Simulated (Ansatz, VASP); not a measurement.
InP in VASP and in Ansatz

```
In P
1.0
     0.00000    2.93050    2.93050
     2.93050    0.00000    2.93050
     2.93050    2.93050    0.00000
In P
1 1
Cartesian
  0.0000 0.0000 0.0000
  4.3958 4.3958 4.3958
```

Alike in both runs: task single point; functional PBE; k mesh 6 × 6 × 6; occupations gaussian, width 0.05 eV; non-collinear spin, spin-orbit coupling.

```csv
,VASP,Ansatz
version,VASP 6.6.1,Ansatz 0.2.0
potentials or method,"VASP PAW PBE potentials, release 64 (In_d, P), cutoff 520 eV","plane waves, PAW"
valence electrons in the cell,18,18
```

|  | VASP | Ansatz | Ansatz less VASP |
| --- | --- | --- | --- |
| pressure (GPa) | 3.2 | 3.3 | +0.03 |
| net moment per atom (μB) | 0.00 | 0.00 | 0.000 |
